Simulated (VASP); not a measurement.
# Pt (I4/mmm) in VASP: a series of runs

Runs on Pt. Level: PBE. Tasks: single point.

Everything below comes from runs of VASP 6.6.1. Logs are shortened: lines on timing, memory, paths and dates and some standing lists are left out, and cuts for length are marked.

## (1) The cell of the first run

Symmetry: I4/mmm, No. 139, tetragonal system. The conventional cell has a = 2.700 Å, b = 2.700 Å, c = 4.014 Å, α = 90.00°, β = 90.00°, γ = 90.00°. Within 3.6 Å of Pt (site symmetry 4/mmm) lie 12 Pt at 2.70 to 2.77 Å.

## (2) Single point, PBE (strain -0.025 along x and y, +0.025 along z)

File INCAR:

```
SYSTEM = Pt
ALGO = Normal
EDIFF = 1E-6
ENCUT = 520
GGA = PE
ISIF = 2
ISMEAR = 0
LASPH = .True.
LCHARG = .False.
LREAL = .False.
LWAVE = .False.
NBANDS = 11
NELM = 100
PREC = Accurate
SIGMA = 0.15
```

File KPOINTS:

```
k-points
0
Gamma
  20 20 20
  0 0 0
```

File POSCAR:

```
Pt
1.0
    0.0000000000      1.9089525000      2.0068475000
    1.9089525000      0.0000000000      2.0068475000
    1.9089525000      1.9089525000      0.0000000000
Pt
1
Direct
    0.0000000000      0.0000000000      0.0000000000
```

Potentials or basis: VASP PAW PBE potentials, release 64 (Pt).

The run is started by

```bash
> cat potpaw_PBE.64/Pt/POTCAR > POTCAR
> mpirun -np 1 vasp_std > vasp.out
```

OUTCAR:

```text
SYSTEM = Pt
   EDIFF = 1E-6
   ENCUT = 520
   GGA = PE
   ISIF = 2
   ISMEAR = 0
   LASPH = .True.
   LREAL = .False.
   NELM = 100
   PREC = Accurate

 ion  position               nearest neighbor table
   1  0.000  0.000  0.000-

  LATTYP: Found a body centered tetragonal cell.
 ALAT       =     2.6996665154
 C/A-ratio  =     1.4867373348

  Lattice vectors:

 A1 = (  -1.9089525000,   0.0000000000,   2.0068475000)
 A2 = (   1.9089525000,   0.0000000000,   2.0068475000)
 A3 = (   0.0000000000,   1.9089525000,  -2.0068475000)

Analysis of symmetry for initial positions (statically):
=====================================================================
 Subroutine PRICEL returns:
 Original cell was already a primitive cell.

 Routine SETGRP: Setting up the symmetry group for a
 body centered tetragonal supercell.

 Subroutine GETGRP returns: Found 16 space group operations
 (whereof 16 operations were pure point group operations)
 out of a pool of 16 trial point group operations.

The static configuration has the point symmetry D_4h.

Analysis of symmetry for dynamics (positions and initial velocities):
=====================================================================
 Subroutine PRICEL returns:
 Original cell was already a primitive cell.

 Routine SETGRP: Setting up the symmetry group for a
 body centered tetragonal supercell.

 Subroutine GETGRP returns: Found 16 space group operations
 (whereof 16 operations were pure point group operations)
 out of a pool of 16 trial point group operations.

The dynamic configuration has the point symmetry D_4h.

 Subroutine INISYM returns: Found 16 space group operations
 (whereof 16 operations are pure point group operations),
 and found     1 'primitive' translations

----------------------------------------------------------------------------------------

                                     Primitive cell

  volume of cell :      14.6263

  direct lattice vectors                    reciprocal lattice vectors
     0.000000000  1.908952500  2.006847500    -0.261923751  0.261923751  0.249146983
     1.908952500  0.000000000  2.006847500     0.261923751 -0.261923751  0.249146983
     1.908952500  1.908952500  0.000000000     0.261923751  0.261923751 -0.249146983

  length of vectors
     2.769753876  2.769753876  2.699666515     0.446410486  0.446410486  0.446410486

  position of ions in fractional coordinates (direct lattice)
     0.000000000  0.000000000  0.000000000

  ion indices of the primitive-cell ions
   primitive index   ion index
                 1           1

----------------------------------------------------------------------------------------

 KPOINTS: k-points

Automatic generation of k-mesh.
 Grid dimensions read from file:
 generate k-points for:   20   20   20

 Generating k-lattice:

  Cartesian coordinates                     Fractional coordinates (reciprocal lattice)
    -0.013096188  0.013096188  0.012457349     0.050000000 -0.000000000  0.000000000
     0.013096188 -0.013096188  0.012457349    -0.000000000  0.050000000  0.000000000
     0.013096188  0.013096188 -0.012457349     0.000000000  0.000000000  0.050000000

  Length of vectors
     0.022320524  0.022320524  0.022320524

  Shift w.r.t. Gamma in fractional coordinates (k-lattice)
     0.000000000  0.000000000  0.000000000

 Subroutine IBZKPT returns following result:
 ===========================================

 Found    641 irreducible k-points:

 Following reciprocal coordinates:
            Coordinates               Weight
  0.000000  0.000000  0.000000      1.000000
  0.050000  0.000000  0.000000      8.000000
  0.100000  0.000000  0.000000      8.000000
  0.150000  0.000000  0.000000      8.000000
  0.200000  0.000000  0.000000      8.000000
  0.250000  0.000000  0.000000      8.000000
[... 16 lines left out ...]
 -0.400000  0.050000  0.000000      8.000000
 -0.350000  0.050000  0.000000      8.000000
 [... further k-points ...]
   k-points           NKPTS =    641   k-points in BZ     NKDIM =    641   number of bands    NBANDS=     11
   number of dos      NEDOS =    301   number of ions     NIONS =      1
   total plane-waves  NPLWV =  11520
   dimension x,y,z NGX =    24 NGY =   24 NGZ =   20
   dimension x,y,z NGXF=    48 NGYF=   48 NGZF=   40
   ions per type =               1
   NGX,Y,Z   is equivalent  to a cutoff of  14.41, 14.41, 12.32 a.u.
   NGXF,Y,Z  is equivalent  to a cutoff of  28.81, 28.81, 24.63 a.u.
 SYSTEM =  Pt
   PREC   = accura    normal or accurate (medium, high low for compatibility)
   ISTART =      0    job   : 0-new  1-cont  2-samecut
   ICHARG =      2    charge: 1-file 2-atom 10-const
   ISPIN  =      1    spin polarized calculation?
   LNONCOLLINEAR =      F non collinear calculations
   LSORBIT =      F    spin-orbit coupling
   LASPH  =      T    aspherical Exc in radial PAW
   ENCUT  =  520.0 eV  38.22 Ry    6.18 a.u.   5.15  5.15  5.02*2*pi/ulx,y,z
   NELM   =    100;   NELMIN=  2; NELMDL= -5     # of ELM steps
   EDIFF  = 0.1E-05   stopping-criterion for ELM
   LREAL  =      F    real-space projection
   EDIFFG = 0.1E-04   stopping-criterion for IOM
   NSW    =      0    number of steps for IOM
   IBRION =     -1    ionic relax: 0-MD 1-quasi-New 2-CG
   NFREE  =      0    steps in history (QN), initial steepest desc. (CG)
   ISIF   =      2    stress and relaxation
   ISYM   =      2    0-nonsym 1-usesym 2-fastsym
   POTIM  = 0.5000    time-step for ionic-motion
   TEBEG  =    0.0;   TEEND  =   0.0 temperature during run
   PSTRESS=    0.0 pullay stress
   NELECT =      10.0000    total number of electrons
   NUPDOWN=      -1.0000    fix difference up-down
   EMIN   =  10.00;   EMAX   =-10.00  energy-range for DOS
   EFERMI =   0.00;   METHOD = LEGACY
   ISMEAR =     0;   SIGMA  =   0.15  broadening in eV -4-tet -1-fermi 0-gaus
   EFERMI_NEDOS =   21; number of points for ismear=-14 and -15
   IALGO  =     38    algorithm
   IMIX   =      4    mixing-type and parameters
     AMIX     =   0.40;   BMIX     =  1.00
     AMIX_MAG =   1.60;   BMIX_MAG =  1.00
  volume/ion in A,a.u.               =      14.63        98.70
  Fermi-wavevector in a.u.,A,eV,Ry     =   1.442215  2.725391 28.299896  2.079984
  Thomas-Fermi vector in A             =   2.560760
   LORBIT       =      0    0 simple, 1 ext, 2 COOP (PROOUT), +10 PAW based schemes
   GGA     = PE    functional components
   LHFCALC =     F    Hartree Fock is set to
   AEXX    =    0.0000 exact exchange contribution
   IVDW    =     0    specifies the selected vdW correction
   LEPSILON=     F    determine dielectric tensor
   LRPA    =     F    only Hartree local field effects (RPA)
 non-spin polarized calculation
 Gauss-broadening in eV      SIGMA  =   0.15
  energy-cutoff  :      520.00
  volume of cell :       14.63
 maximum number of plane-waves:       406
 NGX is ok and might be reduce to    24
   NGX = 11   NGY = 11   NGZ =  9

 number of electron      10.0000000 magnetization

 Free energy of the ion-electron system (eV)
  ---------------------------------------------------
  ext. energy  EPLUGINS =         0.00000000
  ---------------------------------------------------
  free energy    TOTEN  =        -6.04233777 eV

  energy without entropy =       -6.02337612  energy(sigma->0) =       -6.03285695

 E-fermi :  11.8632     XC(G=0): -13.6740

 val. band max:       11.8571686067   @ k =   0.5000   0.1500   0.0000
 cond. band min:      11.8634973677   @ k =   0.4500   0.0000   0.0500
 fundamental gap:      0.0063287610
 Fermi energy:        11.8632219844

 k-point     1 :       0.0000    0.0000    0.0000
  band No.  band energies     occupation
      1       1.2994      2.00000
      2       7.4808      2.00000
      3       8.1109      2.00000
      4       8.1109      2.00000
      5       9.7649      2.00000
      6      10.5121      2.00000
      7      26.4539      0.00000
      8      30.6746      0.00000
      9      32.0107      0.00000
     10      32.0107      0.00000
     11      37.0715      0.00000

 k-point     2 :       0.0500    0.0000    0.0000
  band No.  band energies     occupation
      1       1.4037      2.00000
      2       7.4988      2.00000
      3       8.0857      2.00000
      4       8.1530      2.00000
      5       9.7488      2.00000
      6      10.4790      2.00000
      7      26.6205      0.00000
      8      30.5820      0.00000
      9      31.6939      0.00000
     10      32.1777      0.00000
     11      37.7152      0.00000

 k-point     3 :       0.1000    0.0000    0.0000
  band No.  band energies     occupation
      1       1.7087      2.00000
      2       7.5177      2.00000
      3       8.0460      2.00000
      4       8.2689      2.00000
      5       9.7208      2.00000
      6      10.3952      2.00000
      7      27.0844      0.00000
      8      29.7342      0.00000
      9      31.7821      0.00000
     10      32.6657      0.00000
     11      38.7487      0.00000

 k-point     4 :       0.1500    0.0000    0.0000
  band No.  band energies     occupation
      1       2.1881      2.00000
      2       7.4747      2.00000
      3       8.0523      2.00000
      4       8.4227      2.00000
      5       9.7416      2.00000
      6      10.3081      2.00000
      7      27.7217      0.00000
      8      28.3930      0.00000
      9      32.4566      0.00000
     10      33.4340      0.00000
     11      37.6318      0.00000

 k-point     5 :       0.2000    0.0000    0.0000
  band No.  band energies     occupation
      1       2.7856      2.00000
      2       7.4222      2.00000
      3       8.0595      2.00000
      4       8.5462      2.00000
      5       9.8953      2.00000
      6      10.2980      2.00000
      7      26.9295      0.00000
      8      28.2611      0.00000
      9      33.4095      0.00000
     10      34.3948      0.00000
     11      36.0839      0.00000
[... 211 lines left out ...]
 k-point    21 :       0.5000    0.0500    0.0000
  band No.  band energies     occupation
      1       4.2985      2.00000
      2       7.4600      2.00000
      3       8.1886      2.00000
      4      10.6101      2.00000
      5      11.7829      1.55094
      6      12.6665      0.00000
      7      18.0293      0.00000
      8      26.0485      0.00000
      9      30.5540      0.00000
     10      31.4398      0.00000
     11      40.1093      0.00000

 k-point    22 :      -0.4500    0.0500    0.0000
  band No.  band energies     occupation
      1       4.3017      2.00000
      2       7.4858      2.00000
      3       8.1834      2.00000
      4      10.5023      2.00000
      5      11.6641      1.93958
      6      12.7154      0.00000
      7      18.1954      0.00000
      8      26.0826      0.00000
      9      30.3856      0.00000
     10      31.7559      0.00000
     11      39.6283      0.00000

 k-point    23 :      -0.4000    0.0500    0.0000
  band No.  band energies     occupation
      1       4.3040      2.00000
      2       7.5627      2.00000
      3       8.2374      2.00000
      4       9.8061      2.00000
      5      11.3889      1.99999
      6      12.3397      0.00001
      7      19.4317      0.00000
      8      26.3544      0.00000
      9      30.7165      0.00000
     10      32.5198      0.00000
     11      38.5031      0.00000

 k-point    24 :      -0.3500    0.0500    0.0000
  band No.  band energies     occupation
      1       4.2617      2.00000
      2       7.6740      2.00000
      3       8.3427      2.00000
      4       8.8681      2.00000
      5      11.0091      2.00000
      6      11.8260      1.27427
      7      21.1562      0.00000
      8      26.8557      0.00000
      9      31.4784      0.00000
     10      33.6844      0.00000
     11      37.0346      0.00000

 [... further k-points ...]
[... 5 lines left out ...]
  --------------------------------------------------------------------------------------
  -------------------------------------------------------------------------------------
  Total        2.0267953      2.0267953      1.3949869      0.0000000     -0.0000000     -0.0000000
  in kB      222.0168145    222.0168145    152.8080080      0.0000000     -0.0000000     -0.0000000
  external PRESSURE =     198.9472123 kB  Pullay stress =       0.0000000 kB

 VOLUME and BASIS-vectors are now :
 -----------------------------------------------------------------------------
  energy-cutoff  :      520.00
  volume of cell :       14.63
      direct lattice vectors                 reciprocal lattice vectors
     0.000000000  1.908952500  2.006847500    -0.261923751  0.261923751  0.249146983
     1.908952500  0.000000000  2.006847500     0.261923751 -0.261923751  0.249146983
     1.908952500  1.908952500  0.000000000     0.261923751  0.261923751 -0.249146983

 POSITION                                       TOTAL-FORCE (eV/Angst)
 -----------------------------------------------------------------------------------
      0.00000      0.00000      0.00000         0.000000     -0.000000      0.000000
 -----------------------------------------------------------------------------------
    total drift:                               -0.000000      0.000000     -0.000000

  FREE ENERGIE OF THE ION-ELECTRON SYSTEM (eV)
  ---------------------------------------------------
  free  energy   TOTEN  =        -6.0423377742 eV

  energy  without entropy=       -6.0233761242  energy(sigma->0) =       -6.03285695
```

Run time: 82 s. Hardware: 1 thread of Intel Xeon 8259CL, shared host; peak memory 0.23 GiB.

What came out:

```yaml
Free_energy: -6.0423 eV
Pressure: 19.9 GPa
Band_gap_on_the_k_mesh: zero (bands 5 and 6 overlap by 2.63 eV)
```

Stress tensor (GPa, compression positive):
```
22.20  0.00  0.00
 0.00 22.20  0.00
 0.00  0.00 15.28
```

Levels at points of the mesh, in eV from the Fermi level:
| k point | band 3 | band 4 | band 5 | band 6 | band 7 | band 8 |
| --- | --- | --- | --- | --- | --- | --- |
| (0.00, 0.00, 0.00) | -3.75 | -3.75 | -2.10 | -1.35 | 14.59 | 18.81 |
| (0.50, 0.00, 0.00) | -3.75 | -0.59 | -0.09 | 0.19 | 6.11 | 14.06 |
| (0.50, 0.50, 0.00) | 0.06 | 0.50 | 0.50 | 1.09 | 8.35 | 12.11 |
| (0.50, 0.00, 0.50) | -0.03 | 0.26 | 0.82 | 2.07 | 9.69 | 11.03 |

Caveat: the cell differs from its parent crystal (strain -0.025 along x and y, +0.025 along z); the cell stands under pressure; spin-orbit coupling is left out, which moves the levels of the heavy elements.

## (3) Single point, PBE (strain -0.025 along x and y, +0.050 along z)

File INCAR:

```
  PREC = Accurate
  ENCUT = 520
  EDIFF = 1E-6
  ISMEAR = 0
  SIGMA = 0.15
  LREAL = F
  LASPH = T
  NELM = 60
  ALGO = Normal
  ISIF = 2
  LWAVE = F
  LCHARG = T
  GGA = PE
  LELF = T
  LVHAR = T
  NBANDS = 11
```

File KPOINTS:

```
regular mesh
0
Gamma
  20 20 20
```

File POSCAR:

```
Pt
1.0
    0.0000000000      1.9089525000      2.0557950000
    1.9089525000      0.0000000000      2.0557950000
    1.9089525000      1.9089525000      0.0000000000
Pt
1
Direct
    0.0000000000      0.0000000000      0.0000000000
```

Potentials or basis: VASP PAW PBE potentials, release 64 (Pt).

The run is started by

```bash
> cat potpaw_PBE.64/Pt/POTCAR > POTCAR
> mpirun -np 1 vasp_std > vasp.out
```

Wall time 54 s (1 thread of Intel Xeon Platinum 8259CL at 2.50GHz (Skylake/Cascade Lake), shared host); peak memory 0.22 GiB.

Results (log left out):

| Item | Value |
| --- | --- |
| Free energy | -6.0660 eV |
| Pressure | 12.3 GPa |
| Band gap on the k mesh | zero (bands 5 and 6 overlap by 2.62 eV) |

Stress tensor (GPa, compression positive):
```
15.54  0.00  0.00
 0.00 15.54  0.00
 0.00  0.00  5.95
```

Levels at points of the mesh, in eV from the Fermi level:
| k point | band 2 | band 3 | band 4 | band 5 | band 6 | band 7 | band 8 | band 9 |
| --- | --- | --- | --- | --- | --- | --- | --- | --- |
| (0.00, 0.00, 0.00) | -4.39 | -3.47 | -3.47 | -2.20 | -1.12 | 14.73 | 18.42 | 20.29 |
| (0.50, 0.00, 0.00) | -4.29 | -3.44 | -0.47 | -0.13 | 0.25 | 5.96 | 14.05 | 18.56 |
| (0.50, 0.50, 0.00) | -6.69 | 0.10 | 0.47 | 0.47 | 0.88 | 7.71 | 12.35 | 12.35 |
| (0.50, 0.00, 0.50) | -6.63 | -0.06 | 0.12 | 0.93 | 2.29 | 9.67 | 10.80 | 11.28 |

Caveat: the cell differs from its parent crystal (strain -0.025 along x and y, +0.050 along z); the cell stands under pressure; spin-orbit coupling is left out, which moves the levels of the heavy elements.

[end of part 1 of 2]
